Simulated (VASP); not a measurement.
# Rh (I4/mmm) in VASP: further runs

Runs on Rh. Level: PBE. Tasks: single point.

Program: VASP 6.6.1. These are calculated values, not measurements. Logs are shortened: lines on timing, memory, paths and dates and some standing lists are left out, and cuts for length are marked.

## 1. The cell of the first run

Symmetry: I4/mmm, No. 139, tetragonal system. The conventional cell has a = 2.783 Å, b = 2.783 Å, c = 3.706 Å, α = 90.00°, β = 90.00°, γ = 90.00°. Rh (site symmetry 4/mmm) has 18 Rh at 2.70 to 3.94 Å within 4.0 Å.

## 2. Single point, PBE

INCAR

```
SYSTEM = Rh
PREC = Accurate ; ENCUT = 520
EDIFF = 1E-7 ; ISMEAR = 0
SIGMA = 0.1 ; LREAL = .FALSE.
LASPH = .TRUE. ; NELM = 60
ALGO = Fast ; ISIF = 2
LWAVE = .FALSE. ; LCHARG = .FALSE.
GGA = PE ; NBANDS = 22
```

KPOINTS

```
regular mesh
0
G
  9 9 18
  0 0 0
```

POSCAR

```
Rh
1.0
    3.9364226094      0.0000000000      0.0000000000
    0.0000000000      3.9364226094      0.0000000000
   -1.9682113047      0.0000000000      1.8529758277
Rh
2
Direct
    0.0000000000      0.0000000000      0.0000000000
    0.5000000000      0.5000000000      0.0000000000
```

Potentials or basis: VASP PAW PBE potentials, release 64 (Rh_pv).

Launch:

```bash
cat potpaw_PBE.64/Rh_pv/POTCAR > POTCAR
mpirun -np 1 vasp_std > vasp.out
```

OUTCAR:

```text
SYSTEM = Rh
   PREC = Accurate
   ENCUT = 520
   EDIFF = 1E-7
   ISMEAR = 0
   LREAL = .FALSE.
   LASPH = .TRUE.
   NELM = 60
   ISIF = 2
   GGA = PE

 ion  position               nearest neighbor table
   1  0.000  0.000  0.000-   2 2.70   2 2.70   2 2.70   2 2.70   2 2.78   2 2.78   2 2.78   2 2.78

   2  0.500  0.500  0.000-   1 2.70   1 2.70   1 2.70   1 2.70   1 2.78   1 2.78   1 2.78   1 2.78

  LATTYP: Found a base centered orthorhombic cell.
 ALAT       =     3.7059516554
 B/A-ratio  =     1.0621894119
 C/A-ratio  =     1.0621894119

  Lattice vectors:

 A1 = (  -1.9682113047,   0.0000000000,   1.8529758277)
 A2 = (   1.9682113047,   0.0000000000,   1.8529758277)
 A3 = (   0.0000000000,   3.9364226094,   0.0000000000)

Analysis of symmetry for initial positions (statically):
=====================================================================
 Subroutine PRICEL returns following result:

  LATTYP: Found a body centered tetragonal cell.
 ALAT       =     2.7834711207
 C/A-ratio  =     1.3314137258

  Lattice vectors:

 A1 = (   0.0000000000,   1.9682113047,  -1.8529758277)
 A2 = (   0.0000000000,  -1.9682113047,  -1.8529758277)
 A3 = (  -1.9682113047,   0.0000000000,   1.8529758277)

   2 primitive cells build up your supercell.

 Routine SETGRP: Setting up the symmetry group for a
 base centered orthorhombic supercell.

 Subroutine GETGRP returns: Found  8 space group operations
 (whereof  8 operations were pure point group operations)
 out of a pool of  8 trial point group operations.

The static configuration has the point symmetry D_2h.

Analysis of symmetry for dynamics (positions and initial velocities):
=====================================================================
 Subroutine PRICEL returns following result:

  LATTYP: Found a body centered tetragonal cell.
 ALAT       =     2.7834711207
 C/A-ratio  =     1.3314137258

  Lattice vectors:

 A1 = (   0.0000000000,   1.9682113047,  -1.8529758277)
 A2 = (   0.0000000000,  -1.9682113047,  -1.8529758277)
 A3 = (  -1.9682113047,   0.0000000000,   1.8529758277)

   2 primitive cells build up your supercell.

 Routine SETGRP: Setting up the symmetry group for a
 base centered orthorhombic supercell.

 Subroutine GETGRP returns: Found  8 space group operations
 (whereof  8 operations were pure point group operations)
 out of a pool of  8 trial point group operations.

The dynamic configuration has the point symmetry D_2h.

 Subroutine INISYM returns: Found  8 space group operations
 (whereof  8 operations are pure point group operations),
 and found     2 'primitive' translations

----------------------------------------------------------------------------------------

                                     Primitive cell

  volume of cell :      14.3563

  direct lattice vectors                    reciprocal lattice vectors
     0.000000000  1.968211305 -1.852975828    -0.254037765  0.254037765 -0.269836224
     0.000000000 -1.968211305 -1.852975828    -0.254037765 -0.254037765 -0.269836224
    -1.968211305  0.000000000  1.852975828    -0.508075529  0.000000000  0.000000000

  length of vectors
     2.703215707  2.703215707  2.703215707     0.449312763  0.449312763  0.508075529

  position of ions in fractional coordinates (direct lattice)
     0.000000000  0.000000000  0.000000000

  ion indices of the primitive-cell ions
   primitive index   ion index
                 1           1

----------------------------------------------------------------------------------------

 KPOINTS: regular mesh

Automatic generation of k-mesh.
 Grid dimensions read from file:
 generate k-points for:    9    9   18

 Generating k-lattice:

  Cartesian coordinates                     Fractional coordinates (reciprocal lattice)
     0.028226418  0.000000000  0.029981803     0.111111111  0.000000000  0.000000000
     0.000000000  0.028226418  0.000000000     0.000000000  0.111111111  0.000000000
     0.000000000  0.000000000  0.029981803     0.000000000  0.000000000  0.055555556

  Length of vectors
     0.041178140  0.028226418  0.029981803

  Shift w.r.t. Gamma in fractional coordinates (k-lattice)
     0.000000000  0.000000000  0.000000000

 Subroutine IBZKPT returns following result:
 ===========================================

 Found    250 irreducible k-points:

 Following reciprocal coordinates:
            Coordinates               Weight
  0.000000  0.000000  0.000000      1.000000
  0.111111  0.000000  0.000000      4.000000
  0.222222  0.000000 -0.000000      4.000000
  0.333333  0.000000 -0.000000      4.000000
  0.444444  0.000000 -0.000000      4.000000
  0.000000  0.111111  0.000000      2.000000
[... 16 lines left out ...]
  0.222222  0.444444 -0.000000      8.000000
  0.333333  0.444444 -0.000000      8.000000
 [... further k-points ...]
   k-points           NKPTS =    250   k-points in BZ     NKDIM =    250   number of bands    NBANDS=     22
   number of dos      NEDOS =    301   number of ions     NIONS =      2
   total plane-waves  NPLWV =  18000
   dimension x,y,z NGX =    30 NGY =   30 NGZ =   20
   dimension x,y,z NGXF=    60 NGYF=   60 NGZF=   40
   ions per type =               2
   NGX,Y,Z   is equivalent  to a cutoff of  12.67, 12.67, 12.30 a.u.
   NGXF,Y,Z  is equivalent  to a cutoff of  25.34, 25.34, 24.60 a.u.
 SYSTEM =  Rh
   PREC   = accura    normal or accurate (medium, high low for compatibility)
   ISTART =      0    job   : 0-new  1-cont  2-samecut
   ICHARG =      2    charge: 1-file 2-atom 10-const
   ISPIN  =      1    spin polarized calculation?
   LNONCOLLINEAR =      F non collinear calculations
   LSORBIT =      F    spin-orbit coupling
   LASPH  =      T    aspherical Exc in radial PAW
   ENCUT  =  520.0 eV  38.22 Ry    6.18 a.u.   7.32  7.32  5.03*2*pi/ulx,y,z
   NELM   =     60;   NELMIN=  2; NELMDL= -5     # of ELM steps
   EDIFF  = 0.1E-06   stopping-criterion for ELM
   LREAL  =      F    real-space projection
   EDIFFG = 0.1E-05   stopping-criterion for IOM
   NSW    =      0    number of steps for IOM
   IBRION =     -1    ionic relax: 0-MD 1-quasi-New 2-CG
   NFREE  =      0    steps in history (QN), initial steepest desc. (CG)
   ISIF   =      2    stress and relaxation
   ISYM   =      2    0-nonsym 1-usesym 2-fastsym
   POTIM  = 0.5000    time-step for ionic-motion
   TEBEG  =    0.0;   TEEND  =   0.0 temperature during run
   PSTRESS=    0.0 pullay stress
   NELECT =      30.0000    total number of electrons
   NUPDOWN=      -1.0000    fix difference up-down
   EMIN   =  10.00;   EMAX   =-10.00  energy-range for DOS
   EFERMI =   0.00;   METHOD = LEGACY
   ISMEAR =     0;   SIGMA  =   0.10  broadening in eV -4-tet -1-fermi 0-gaus
   EFERMI_NEDOS =   21; number of points for ismear=-14 and -15
   IALGO  =     68    algorithm
   IMIX   =      4    mixing-type and parameters
     AMIX     =   0.40;   BMIX     =  1.00
     AMIX_MAG =   1.60;   BMIX_MAG =  1.00
  volume/ion in A,a.u.               =      14.36        96.88
  Fermi-wavevector in a.u.,A,eV,Ry     =   1.661209  3.139229 37.546831  2.759614
  Thomas-Fermi vector in A             =   2.748312
   LORBIT       =      0    0 simple, 1 ext, 2 COOP (PROOUT), +10 PAW based schemes
   GGA     = PE    functional components
   LHFCALC =     F    Hartree Fock is set to
   AEXX    =    0.0000 exact exchange contribution
   IVDW    =     0    specifies the selected vdW correction
   LEPSILON=     F    determine dielectric tensor
   LRPA    =     F    only Hartree local field effects (RPA)
 non-spin polarized calculation
 RMM-DIIS sequential band-by-band and
 Gauss-broadening in eV      SIGMA  =   0.10
  energy-cutoff  :      520.00
  volume of cell :       28.71
 maximum number of plane-waves:       799
 NGX is ok and might be reduce to    30
   NGX = 15   NGY = 15   NGZ = 11

 number of electron      29.9999989 magnetization

 Free energy of the ion-electron system (eV)
  ---------------------------------------------------
  ext. energy  EPLUGINS =         0.00000000
  ---------------------------------------------------
  free energy    TOTEN  =       -14.46790882 eV

  energy without entropy =      -14.45362897  energy(sigma->0) =      -14.46076890

 E-fermi :  11.1225     XC(G=0): -13.7532

 val. band max:       11.1220102013   @ k =   0.0000   0.1111   0.0556
 cond. band min:      11.1236775690   @ k =  -0.4444   0.4444   0.1111
 fundamental gap:      0.0016673677
 Fermi energy:        11.1224659941

 k-point     1 :       0.0000    0.0000    0.0000
  band No.  band energies     occupation
      1     -35.7737      2.00000
      2     -35.3982      2.00000
      3     -35.3537      2.00000
      4     -35.1828      2.00000
      5     -35.1828      2.00000
      6     -35.1482      2.00000
[... 14 lines left out ...]
     21      24.9006      0.00000
     22      27.2078      0.00000

 k-point     2 :       0.1111    0.0000    0.0000
  band No.  band energies     occupation
      1     -35.7521      2.00000
      2     -35.4205      2.00000
      3     -35.3588      2.00000
      4     -35.2216      2.00000
      5     -35.1966      2.00000
      6     -35.1628      2.00000
[... 14 lines left out ...]
     21      25.2633      0.00000
     22      27.6268      0.00000

 k-point     3 :       0.2222    0.0000   -0.0000
  band No.  band energies     occupation
      1     -35.6911      2.00000
      2     -35.5056      2.00000
      3     -35.3468      2.00000
      4     -35.3380      2.00000
      5     -35.2377      2.00000
      6     -35.1761      2.00000
[... 14 lines left out ...]
     21      27.0027      0.00000
     22      28.4473      0.00000
[... 476 lines left out ...]
 k-point    23 :       0.2222    0.4444   -0.0000
  band No.  band energies     occupation
      1     -35.6332      2.00000
      2     -35.5768      2.00000
      3     -35.3178      2.00000
      4     -35.2748      2.00000
      5     -35.2681      2.00000
      6     -35.2330      2.00000
[... 14 lines left out ...]
     21      28.0802      0.00000
     22      28.4857      0.00000

 k-point    24 :       0.3333    0.4444   -0.0000
  band No.  band energies     occupation
      1     -35.7302      2.00000
      2     -35.6996      2.00000
      3     -35.3173      2.00000
      4     -35.2849      2.00000
      5     -35.2464      2.00000
      6     -35.2217      2.00000
[... 14 lines left out ...]
     21      27.2689      0.00000
     22      27.3829      0.00000

 [... further k-points ...]

------------------------ aborting loop because EDIFF is reached ----------------------------------------

  FORCE on cell =-STRESS in cart. coord.  units (eV):
  Direction    XX          YY          ZZ          XY          YZ          ZX
  --------------------------------------------------------------------------------------
  -------------------------------------------------------------------------------------
  Total       -1.5859983     -1.5859966      0.6066666      0.0000000      0.0000000     -0.0000000
  in kB      -88.4993584    -88.4992615     33.8522456      0.0000000      0.0000000     -0.0000000
  external PRESSURE =     -47.7154581 kB  Pullay stress =       0.0000000 kB

 VOLUME and BASIS-vectors are now :
 -----------------------------------------------------------------------------
  energy-cutoff  :      520.00
  volume of cell :       28.71
      direct lattice vectors                 reciprocal lattice vectors
     3.936422609  0.000000000  0.000000000     0.254037765  0.000000000  0.269836224
     0.000000000  3.936422609  0.000000000     0.000000000  0.254037765  0.000000000
    -1.968211305  0.000000000  1.852975828     0.000000000  0.000000000  0.539672447

 POSITION                                       TOTAL-FORCE (eV/Angst)
 -----------------------------------------------------------------------------------
      0.00000      0.00000      0.00000         0.000000     -0.000000      0.000000
      1.96821      1.96821      0.00000        -0.000000      0.000000     -0.000000
 -----------------------------------------------------------------------------------
    total drift:                                0.000000      0.000000     -0.000000

  FREE ENERGIE OF THE ION-ELECTRON SYSTEM (eV)
  ---------------------------------------------------
  free  energy   TOTEN  =       -14.4679088238 eV

  energy  without entropy=      -14.4536289729  energy(sigma->0) =      -14.46076890
```

It took 5.3 min on 1 thread of AMD EPYC 7R13, shared host; peak memory 0.21 GiB.

Results:

```
Free energy            : -14.4679 eV
Pressure               : -4.8 GPa
Band gap on the k mesh : zero (bands 15 and 16 overlap by 2.10 eV)
```

Levels at points of the mesh, in eV from the Fermi level:
```tsv
k point	band 13	band 14	band 15	band 16	band 17	band 18
(0.00, 0.00, 0.00)	-1.30	-0.60	0.48	0.64	1.13	2.81
(0.00, 0.00, 0.50)	0.64	0.95	0.95	1.13	2.81	4.09
```

Caveat: the stress differs along the axes, from -9 to 3 GPa.

## 3. Single point, PBE

This run uses another cell than the first one, of 14.48 Å³/atom.

INCAR

```
PREC     = Accurate       # precision mode
ENCUT    = 520            # plane-wave cutoff, eV
EDIFF    = 1E-6           # SCF threshold, eV
ISMEAR   = 0              # smearing method
SIGMA    = 0.1            # smearing width, eV
LREAL    = F              # projectors in reciprocal space
LASPH    = T              # aspherical terms in the spheres
NELM     = 100            # most SCF steps
ALGO     = Fast           # electronic algorithm
ISIF     = 2              # what is computed and relaxed
LWAVE    = F              # write WAVECAR
LCHARG   = F              # write CHGCAR
GGA      = PE             # functional
NBANDS   = 22             # bands
```

KPOINTS

```
regular mesh
0
Gamma
  9 9 18
```

POSCAR: that of step 2 with these lines changed.

```diff
@@ -4,3 +4,3 @@
     0.0000000000      3.9364226094      0.0000000000
-   -1.9682113047      0.0000000000      1.8529758277
+   -1.9682113047      0.0000000000      1.8695737594
 Rh
```

Potentials or basis: VASP PAW PBE potentials, release 64 (Rh_pv).

Launch:

```bash
cat potpaw_PBE.64/Rh_pv/POTCAR > POTCAR
mpirun -np 1 vasp_std > vasp.out
```

It took 3.8 min on 1 thread of AMD EPYC 7R13, shared host; peak memory 0.21 GiB.

It converged, with:

| Item | Value |
| --- | --- |
| Free energy | -14.4707 eV |
| Pressure | -7.0 GPa |
| Band gap on the k mesh | zero (bands 15 and 16 overlap by 2.05 eV) |

Stress tensor (GPa, compression positive):
```
-10.39   0.00   0.00
  0.00 -10.39   0.00
  0.00   0.00  -0.08
```

Levels at points of the mesh, in eV from the Fermi level:
```
           k point  band 11  band 12  band 13  band 14  band 15  band 16  band 17  band 18  band 19  band 20
(0.00, 0.00, 0.00)    -2.98    -2.49    -1.22    -0.63     0.48     0.67     1.09     2.87    11.17    13.11
(0.00, 0.00, 0.50)     0.48     0.48     0.67     0.93     0.93     1.09     2.87     3.94    11.17    12.41
```

Caveat: the stress differs along the axes, from -10 to -0 GPa.

[end of part 1 of 2]
